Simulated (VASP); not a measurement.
Set up this calculation in VASP 6.6.1, as the native input.

```yaml
Task: relaxation of shape and atoms at fixed volume
Functional: PBE
Potentials_or_basis: VASP PAW PBE potentials, release 64 (Ge_d)
Cutoff: 600 eV
k_mesh: 16 × 16 × 16
Occupations: gaussian, width 0.1 eV
Spin: no spin polarisation
Dipole_correction: no
Further_INCAR_settings: ALGO = Normal; EDIFF = 1e-06; IBRION = 2; EDIFFG = -0.01; NSW = 50; ISIF = 4
```

The structure of Ge lies in POSCAR:

```
Ge
1.0
   -2.6290792935      2.6290792935      1.4373335862
    2.6290792935     -2.6290792935      1.4373335862
    2.6290792935      2.6290792935     -1.4373335862
Ge
2
Direct
    0.2500000000      0.7500000000      0.5000000000
    0.5000000000      0.5000000000      0.0000000000
```

This cell differs from its parent crystal: volume scaled by 1.03.

The input as run:

INCAR

```
SYSTEM = Ge
PREC     = Accurate       ! precision mode
ENCUT    = 600            ! plane-wave cutoff, eV
EDIFF    = 1E-6           ! SCF threshold, eV
ISMEAR   = 0              ! smearing method
SIGMA    = 0.1            ! smearing width, eV
LREAL    = .FALSE.        ! projectors in reciprocal space
LASPH    = .TRUE.         ! aspherical terms in the spheres
NELM     = 60             ! most SCF steps
ALGO     = Normal         ! electronic algorithm
ISIF     = 4              ! what is computed and relaxed
LWAVE    = .FALSE.        ! write WAVECAR
LCHARG   = .FALSE.        ! write CHGCAR
GGA      = PE             ! functional
IBRION   = 2              ! ionic algorithm
NSW      = 50             ! ionic steps
EDIFFG   = -0.01          ! ionic threshold
```

KPOINTS

```
regular mesh
0
G
  16 16 16
  0 0 0
```

Potentials or basis: VASP PAW PBE potentials, release 64 (Ge_d).

Command:

```console
$ cat potpaw_PBE.64/Ge_d/POTCAR > POTCAR
$ mpirun -np 1 vasp_std > vasp.out
```

Results of the run:

```yaml
Energy_gained_by_relaxing: 0.0 meV/atom
Ionic_steps: 2
Pressure_after_relaxing: -1.8 GPa
Band_gap_on_the_k_mesh: zero (band 14 reaches 7.89 eV, above the bottom of band 15 at 2.99 eV)
```

Wall time 3.4 min on 1 thread of Intel(R) Xeon(R) Platinum 8259CL CPU @ 2.50GHz (Skylake/Cascade Lake), with other jobs on the host, peak memory 0.38 GiB.
